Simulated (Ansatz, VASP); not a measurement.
# CuO: VASP beside Ansatz

```
Cu O
1.0
     2.08142   -2.08242    0.16296
     2.08142    2.08242    0.16296
    -0.40353    0.00000    5.13527
Cu O
2 2
Direct
  0.00000 0.50000 0.00000
  0.50000 0.00000 0.50000
  0.50008 0.49992 0.25000
  0.49992 0.50008 0.75000
```

Alike in both runs: functional PBE; k mesh 14 × 14 × 8; occupations gaussian, width 0.1 eV; no spin polarisation.

Ansatz relaxed the structure, and its values are those at the end. VASP's run is a single point on that final structure, the one shown.

|  | VASP | Ansatz |
| --- | --- | --- |
| version | VASP 6.6.1 | Ansatz 0.2.0 |
| potentials or method | VASP PAW PBE potentials, release 64 (Cu, O), cutoff 520 eV | scalar-relativistic, plane waves, PAW |
| valence electrons in the cell | 34 | 50 |

```csv
,VASP,Ansatz,Ansatz less VASP
gap on the k mesh at the Fermi level (eV),none,none,-
pressure (GPa),0.7,0.0,-0.70
```

A gap of «none» marks a metal or a gap that the smearing closes. The functional is the same, so the differences come from potentials, cutoffs and numerics. VASP's potentials hold 34 valence electrons a cell and Ansatz's 50, so a difference there can come from the potentials and not from the codes.
